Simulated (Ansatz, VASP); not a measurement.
# Two plane-wave programs on Lu

```
Lu
1.0
     3.31176    0.00000    0.00000
     0.00000    3.31176    0.00000
     0.00000    0.00000    3.31176
Lu
1
Direct
  0.00000 0.00000 0.00000
```

Alike in both runs: task single point; functional RPBE; k mesh 11 × 11 × 11; occupations fermi-dirac, width 0.1 eV; no spin polarisation.

|  | VASP | Ansatz |
| --- | --- | --- |
| version | VASP 6.6.1 | Ansatz 0.2.0 |
| potentials or method | VASP PAW PBE potentials, release 64 (Lu), cutoff 520 eV | plane waves (420 eV) with PAW, scalar-relativistic |
| valence electrons in the cell | 25 | 25 |

|  | VASP | Ansatz | Ansatz less VASP |
| --- | --- | --- | --- |
| pressure (GPa) | -1.0 | -1.1 | -0.07 |

VASP's potentials were made for PBE, not for RPBE.

Neither program's run includes spin-orbit coupling.
